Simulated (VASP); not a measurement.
**Pb: single point with PBEsol**

Pb:

```xyz
2
Lattice="3.2016 0.0000 0.0000 -1.6008 2.7727 0.0000 0.0000 0.0000 5.1428" Properties=species:S:1:pos:R:3 pbc="T T T"
Pb    0.0000    1.8484    1.2857
Pb    1.6008    0.9242    3.8571
```

This cell differs from its parent crystal: strain -0.080 along x and y, -0.080 along z.

| Quantity | Value |
| --- | --- |
| Program | VASP 6.6.1 |
| Task | single point |
| Functional | PBEsol |
| Potentials or basis | VASP PAW PBE potentials, release 64 (Pb_d) |
| Cutoff | 520 eV |
| k mesh | 18 × 18 × 10 |
| Occupations | gaussian, width 0.15 eV |
| Spin | no spin polarisation |

| Property | Result |
| --- | --- |
| Pressure | 24.5 GPa |
| Band gap on the k mesh | zero (band 14 reaches 18.03 eV, above the bottom of band 15 at 7.99 eV) |

Stress tensor (GPa, compression positive):
```
23.79  0.00  0.00
 0.00 23.79  0.00
 0.00  0.00 25.99
```

Levels at points of the mesh, in eV from the Fermi level:
```
           k point  band 11  band 12  band 13  band 14  band 15  band 16  band 17  band 18
(0.00, 0.00, 0.00)   -14.09    -8.24    -5.79     7.05     7.05     9.25     9.56     9.56
(0.50, 0.00, 0.00)    -9.00    -7.70    -3.03    -1.82    -0.90     1.97     2.13     7.07
(0.00, 0.00, 0.50)   -12.42   -12.42     1.55     1.55     8.21     8.21     8.21     8.21
(0.50, 0.00, 0.50)    -7.68    -7.68    -5.10    -5.10     4.11     4.11     4.83     4.83
```

Run time: 78 s on 1 thread of Intel(R) Xeon(R) 6975P-C (Granite Rapids), on a shared host, peak memory 0.28 GiB.

Caveat: the cell differs from its parent crystal (strain -0.080 along x and y, -0.080 along z); the PAW data sets were made with another functional, which shifts forces and pressure a little; spin-orbit coupling is left out, which moves the levels of the heavy elements.
